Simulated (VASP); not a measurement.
# Ti3InSi (Pm-3m) in VASP: further runs

The runs below take Ti3InSi through single point, with r2SCAN.

Everything below comes from runs of VASP 6.6.1. Logs are shortened: lines on timing, memory, paths and dates and some standing lists are left out, and cuts for length are marked.

## 1. The cell of the first run

The structure is cubic, space group Pm-3m (No. 221). The conventional cell has a = 4.591 Å, b = 4.591 Å, c = 4.591 Å, α = 90.00°, β = 90.00°, γ = 90.00°. In (site symmetry m-3m) has 12 Ti at 3.25 Å and 8 Si at 3.98 Å within 4.3 Å. Si (site symmetry m-3m) has 6 Ti at 2.30 Å within 3.0 Å. Within 3.0 Å of Ti (site symmetry 4/mmm) lie 2 Si at 2.30 Å.

## 2. Single point, r2SCAN

Contents of POSCAR:

```
Ti3InSi
1.0
    4.5907274170      0.0000000000      0.0000000000
    0.0000000000      4.5907274170      0.0000000000
    0.0000000000      0.0000000000      4.5907274170
In Si Ti
1 1 3
Direct
    0.0000000000      0.0000000000      0.0000000000
    0.5000000000      0.5000000000      0.5000000000
    0.5000000000      0.5000000000      0.0000000000
    0.0000000000      0.5000000000      0.5000000000
    0.5000000000      0.0000000000      0.5000000000
```

Contents of INCAR.step1:

```
PREC = Accurate ; ENCUT = 520
ISMEAR = -1 ; SIGMA = 0.05
LREAL = F ; LASPH = T
NELM = 80 ; NBANDS = 34
GGA = PE ; ALGO = Normal
EDIFF = 1E-4 ; LWAVE = T
LCHARG = F
```

Contents of INCAR.step2:

```
PREC = Accurate ; ENCUT = 520
EDIFF = 1E-6 ; ISMEAR = -1
SIGMA = 0.05 ; LREAL = F
LASPH = T ; NELM = 80
ALGO = Normal ; ISIF = 2
LWAVE = F ; LCHARG = T
METAGGA = R2SCAN ; LMIXTAU = T
LELF = T ; LVHAR = T
NBANDS = 34 ; ISTART = 1
```

Contents of KPOINTS:

```
regular mesh
0
Gamma
  4 4 4
```

Potentials or basis: VASP PAW PBE potentials, release 64 (In_d, Si, Ti_sv).

Command:

```console
$ cat potpaw_PBE.64/In_d/POTCAR potpaw_PBE.64/Si/POTCAR potpaw_PBE.64/Ti_sv/POTCAR > POTCAR
$ cp INCAR.step1 INCAR
$ mpirun -np 1 vasp_std > vasp.out
$ cp INCAR.step2 INCAR
$ mpirun -np 1 vasp_std > vasp.out
```

OUTCAR:

```text
PREC = Accurate
   ENCUT = 520
   EDIFF = 1E-6
   ISMEAR = -1
   LREAL = F
   LASPH = T
   NELM = 80
   ISIF = 2
   METAGGA = R2SCAN
   ISTART = 1

 ion  position               nearest neighbor table
   1  0.000  0.000  0.000-   3 3.25   4 3.25   5 3.25   4 3.25   5 3.25   3 3.25   4 3.25   4 3.25
                             3 3.25   5 3.25   5 3.25   3 3.25
   2  0.500  0.500  0.500-   3 2.30   4 2.30   5 2.30   3 2.30   5 2.30   4 2.30
   3  0.500  0.500  0.000-   2 2.30   2 2.30   1 3.25   1 3.25   1 3.25   1 3.25
   4  0.000  0.500  0.500-   2 2.30   2 2.30   1 3.25   1 3.25   1 3.25   1 3.25
   5  0.500  0.000  0.500-   2 2.30   2 2.30   1 3.25   1 3.25   1 3.25   1 3.25

  LATTYP: Found a simple cubic cell.
 ALAT       =     4.5907274170

  Lattice vectors:

 A1 = (   4.5907274170,   0.0000000000,   0.0000000000)
 A2 = (   0.0000000000,   4.5907274170,   0.0000000000)
 A3 = (   0.0000000000,   0.0000000000,   4.5907274170)

Analysis of symmetry for initial positions (statically):
=====================================================================
 Subroutine PRICEL returns:
 Original cell was already a primitive cell.

 Routine SETGRP: Setting up the symmetry group for a
 simple cubic supercell.

 Subroutine GETGRP returns: Found 48 space group operations
 (whereof 48 operations were pure point group operations)
 out of a pool of 48 trial point group operations.

The static configuration has the point symmetry O_h .

Analysis of symmetry for dynamics (positions and initial velocities):
=====================================================================
 Subroutine PRICEL returns:
 Original cell was already a primitive cell.

 Routine SETGRP: Setting up the symmetry group for a
 simple cubic supercell.

 Subroutine GETGRP returns: Found 48 space group operations
 (whereof 48 operations were pure point group operations)
 out of a pool of 48 trial point group operations.

The dynamic configuration has the point symmetry O_h .

 Subroutine INISYM returns: Found 48 space group operations
 (whereof 48 operations are pure point group operations),
 and found     1 'primitive' translations

----------------------------------------------------------------------------------------

                                     Primitive cell

  volume of cell :      96.7486

  direct lattice vectors                    reciprocal lattice vectors
     4.590727417  0.000000000  0.000000000     0.217830402  0.000000000  0.000000000
     0.000000000  4.590727417  0.000000000     0.000000000  0.217830402  0.000000000
     0.000000000  0.000000000  4.590727417     0.000000000  0.000000000  0.217830402

  length of vectors
     4.590727417  4.590727417  4.590727417     0.217830402  0.217830402  0.217830402

  position of ions in fractional coordinates (direct lattice)
     0.000000000  0.000000000  0.000000000
     0.500000000  0.500000000  0.500000000
     0.500000000  0.500000000  0.000000000
     0.000000000  0.500000000  0.500000000
     0.500000000  0.000000000  0.500000000

  ion indices of the primitive-cell ions
   primitive index   ion index
                 1           1
                 2           2
                 3           3
                 4           4
                 5           5

----------------------------------------------------------------------------------------

 KPOINTS: regular mesh

Automatic generation of k-mesh.
 Grid dimensions read from file:
 generate k-points for:    4    4    4

 Generating k-lattice:

  Cartesian coordinates                     Fractional coordinates (reciprocal lattice)
     0.054457601  0.000000000  0.000000000     0.250000000  0.000000000  0.000000000
     0.000000000  0.054457601  0.000000000     0.000000000  0.250000000  0.000000000
     0.000000000  0.000000000  0.054457601     0.000000000  0.000000000  0.250000000

  Length of vectors
     0.054457601  0.054457601  0.054457601

  Shift w.r.t. Gamma in fractional coordinates (k-lattice)
     0.000000000  0.000000000  0.000000000

 Subroutine IBZKPT returns following result:
 ===========================================

 Found     10 irreducible k-points:

 Following reciprocal coordinates:
            Coordinates               Weight
  0.000000  0.000000  0.000000      1.000000
  0.250000  0.000000  0.000000      6.000000
  0.500000  0.000000  0.000000      3.000000
  0.250000  0.250000  0.000000     12.000000
  0.500000  0.250000  0.000000     12.000000
  0.500000  0.500000  0.000000      3.000000
  0.250000  0.250000  0.250000      8.000000
  0.500000  0.250000  0.250000     12.000000
  0.500000  0.500000  0.250000      6.000000
  0.500000  0.500000  0.500000      1.000000
   k-points           NKPTS =     10   k-points in BZ     NKDIM =     10   number of bands    NBANDS=     34
   number of dos      NEDOS =    301   number of ions     NIONS =      5
   total plane-waves  NPLWV =  46656
   dimension x,y,z NGX =    36 NGY =   36 NGZ =   36
   dimension x,y,z NGXF=    72 NGYF=   72 NGZF=   72
   ions per type =               1   1   3
   NGX,Y,Z   is equivalent  to a cutoff of  13.04, 13.04, 13.04 a.u.
   NGXF,Y,Z  is equivalent  to a cutoff of  26.07, 26.07, 26.07 a.u.
 SYSTEM =  unknown system
   PREC   = accura    normal or accurate (medium, high low for compatibility)
   ISTART =      1    job   : 0-new  1-cont  2-samecut
   ICHARG =      0    charge: 1-file 2-atom 10-const
   ISPIN  =      1    spin polarized calculation?
   LNONCOLLINEAR =      F non collinear calculations
   LSORBIT =      F    spin-orbit coupling
   LASPH  =      T    aspherical Exc in radial PAW
   ENCUT  =  520.0 eV  38.22 Ry    6.18 a.u.   8.54  8.54  8.54*2*pi/ulx,y,z
   NELM   =     80;   NELMIN=  2; NELMDL=  0     # of ELM steps
   EDIFF  = 0.1E-05   stopping-criterion for ELM
   LREAL  =      F    real-space projection
   EDIFFG = 0.1E-04   stopping-criterion for IOM
   NSW    =      0    number of steps for IOM
   IBRION =     -1    ionic relax: 0-MD 1-quasi-New 2-CG
   NFREE  =      0    steps in history (QN), initial steepest desc. (CG)
   ISIF   =      2    stress and relaxation
   ISYM   =      2    0-nonsym 1-usesym 2-fastsym
   POTIM  = 0.5000    time-step for ionic-motion
   TEBEG  =    0.0;   TEEND  =   0.0 temperature during run
   PSTRESS=    0.0 pullay stress
   NELECT =      53.0000    total number of electrons
   NUPDOWN=      -1.0000    fix difference up-down
   EMIN   =  10.00;   EMAX   =-10.00  energy-range for DOS
   EFERMI =   0.00;   METHOD = LEGACY
   ISMEAR =    -1;   SIGMA  =   0.05  broadening in eV -4-tet -1-fermi 0-gaus
   EFERMI_NEDOS =   21; number of points for ismear=-14 and -15
   IALGO  =     38    algorithm
   IMIX   =      4    mixing-type and parameters
     AMIX     =   0.40;   BMIX     =  1.00
     AMIX_MAG =   1.60;   BMIX_MAG =  1.00
  volume/ion in A,a.u.               =      19.35       130.58
  Fermi-wavevector in a.u.,A,eV,Ry     =   1.339528  2.531342 24.413430  1.794337
  Thomas-Fermi vector in A             =   2.467913
   LORBIT       =      0    0 simple, 1 ext, 2 COOP (PROOUT), +10 PAW based schemes
   METAGGA = R2SCAN    functional components
   LHFCALC =     F    Hartree Fock is set to
   AEXX    =    0.0000 exact exchange contribution
   IVDW    =     0    specifies the selected vdW correction
   LEPSILON=     F    determine dielectric tensor
   LRPA    =     F    only Hartree local field effects (RPA)
 non-spin polarized calculation
  energy-cutoff  :      520.00
  volume of cell :       96.75
 maximum number of plane-waves:      2624
 NGX is ok and might be reduce to    36
   NGX = 17   NGY = 17   NGZ = 17

 number of electron      53.0000018 magnetization

 Free energy of the ion-electron system (eV)
  ---------------------------------------------------
  ext. energy  EPLUGINS =         0.00000000
  ---------------------------------------------------
  free energy    TOTEN  =       -70.26578964 eV

  energy without entropy =      -70.23581344  energy(sigma->0) =      -70.25080154

 E-fermi :   7.7630     XC(G=0): -11.6524

 val. band max:        7.6471571028   @ k =   0.5000   0.0000   0.0000
 cond. band min:       7.8304791091   @ k =   0.5000   0.2500   0.0000
 fundamental gap:      0.1833220063
 Fermi energy:         7.7630341503

 k-point     1 :       0.0000    0.0000    0.0000
  band No.  band energies     occupation
      1     -51.8376      2.00000
      2     -51.8011      2.00000
      3     -51.8011      2.00000
      4     -27.1463      2.00000
      5     -27.1463      2.00000
      6     -27.1463      2.00000
[... 26 lines left out ...]
     33      10.1470      0.00000
     34      10.3152      0.00000

 k-point     2 :       0.2500    0.0000    0.0000
  band No.  band energies     occupation
      1     -51.8329      2.00000
      2     -51.8056      2.00000
      3     -51.8011      2.00000
      4     -27.1318      2.00000
      5     -27.1318      2.00000
      6     -27.1237      2.00000
[... 26 lines left out ...]
     33       9.8058      0.00000
     34      10.3179      0.00000

 k-point     3 :       0.5000    0.0000    0.0000
  band No.  band energies     occupation
      1     -51.8254      2.00000
      2     -51.8129      2.00000
      3     -51.8010      2.00000
      4     -27.1119      2.00000
      5     -27.1119      2.00000
      6     -27.0799      2.00000
[... 26 lines left out ...]
     33       9.2435      0.00000
     34      10.3168      0.00000

 k-point     4 :       0.2500    0.2500    0.0000
  band No.  band energies     occupation
      1     -51.8287      2.00000
      2     -51.8070      2.00000
      3     -51.8037      2.00000
      4     -27.1417      2.00000
      5     -27.1164      2.00000
      6     -27.0932      2.00000
[... 26 lines left out ...]
     33       9.4694      0.00000
     34       9.8738      0.00000

 k-point     5 :       0.5000    0.2500    0.0000
  band No.  band energies     occupation
      1     -51.8217      2.00000
      2     -51.8128      2.00000
      3     -51.8045      2.00000
      4     -27.1218      2.00000
      5     -27.1154      2.00000
      6     -27.0940      2.00000
[... 26 lines left out ...]
     33       9.3014      0.00000
     34       9.6444      0.00000

 k-point     6 :       0.5000    0.5000    0.0000
  band No.  band energies     occupation
      1     -51.8132      2.00000
      2     -51.8128      2.00000
      3     -51.8128      2.00000
      4     -27.1353      2.00000
      5     -27.1326      2.00000
      6     -27.0651      2.00000
[... 26 lines left out ...]
     33       9.3758      0.00000
     34       9.4417      0.00000

 k-point     7 :       0.2500    0.2500    0.2500
  band No.  band energies     occupation
      1     -51.8252      2.00000
      2     -51.8069      2.00000
      3     -51.8069      2.00000
      4     -27.1635      2.00000
      5     -27.1031      2.00000
      6     -27.1031      2.00000
[... 26 lines left out ...]
     33       9.1718      0.00000
     34      10.2178      0.00000

 k-point     8 :       0.5000    0.2500    0.2500
  band No.  band energies     occupation
      1     -51.8191      2.00000
      2     -51.8128      2.00000
      3     -51.8069      2.00000
      4     -27.1659      2.00000
      5     -27.1180      2.00000
      6     -27.1105      2.00000
[... 26 lines left out ...]
     33       9.3760      0.00000
     34       9.9616      0.00000

 k-point     9 :       0.5000    0.5000    0.2500
  band No.  band energies     occupation
      1     -51.8130      2.00000
      2     -51.8128      2.00000
      3     -51.8128      2.00000
      4     -27.1899      2.00000
      5     -27.1351      2.00000
      6     -27.1139      2.00000
[... 26 lines left out ...]
     33       9.4252      0.00000
     34       9.7796      0.00000

 k-point    10 :       0.5000    0.5000    0.5000
  band No.  band energies     occupation
      1     -51.8127      2.00000
      2     -51.8127      2.00000
      3     -51.8127      2.00000
      4     -27.2271      2.00000
      5     -27.1348      2.00000
      6     -27.1348      2.00000
[... 26 lines left out ...]
     33       9.4088      0.00000
     34      10.1113      0.00000

------------------------ aborting loop because EDIFF is reached ----------------------------------------

  FORCE on cell =-STRESS in cart. coord.  units (eV):
  Direction    XX          YY          ZZ          XY          YZ          ZX
  --------------------------------------------------------------------------------------
  -------------------------------------------------------------------------------------
  Total        1.3607333      1.3607333      1.3607333     -0.0000000      0.0000000     -0.0000000
  in kB       22.5340402     22.5340402     22.5340402     -0.0000000      0.0000000     -0.0000000
  external PRESSURE =      22.5340402 kB  Pullay stress =       0.0000000 kB

 VOLUME and BASIS-vectors are now :
 -----------------------------------------------------------------------------
  energy-cutoff  :      520.00
  volume of cell :       96.75
      direct lattice vectors                 reciprocal lattice vectors
     4.590727417  0.000000000  0.000000000     0.217830402  0.000000000  0.000000000
     0.000000000  4.590727417  0.000000000     0.000000000  0.217830402  0.000000000
     0.000000000  0.000000000  4.590727417     0.000000000  0.000000000  0.217830402

 POSITION                                       TOTAL-FORCE (eV/Angst)
 -----------------------------------------------------------------------------------
      0.00000      0.00000      0.00000         0.000000      0.000000      0.000000
      2.29536      2.29536      2.29536         0.000000      0.000000      0.000000
      2.29536      2.29536      0.00000         0.000000      0.000000      0.000000
      0.00000      2.29536      2.29536         0.000000      0.000000      0.000000
      2.29536      0.00000      2.29536         0.000000      0.000000      0.000000
 -----------------------------------------------------------------------------------
    total drift:                                0.000000      0.000000      0.000000

  FREE ENERGIE OF THE ION-ELECTRON SYSTEM (eV)
  ---------------------------------------------------
  free  energy   TOTEN  =       -70.2657896397 eV

  energy  without entropy=      -70.2358134435  energy(sigma->0) =      -70.25080154
```

Run time: 64 s. Hardware: 1 thread of Intel Xeon 6975P-C (Granite Rapids), shared host; peak memory 0.22 GiB.

What came out:

* Free energy: -70.2658 eV
* Pressure: 2.3 GPa

Caveat: the PAW data sets were made with another functional, which shifts forces and pressure a little; spin-orbit coupling is left out, which moves the levels of the heavy elements.

(Part 1 of 2 ends here.)
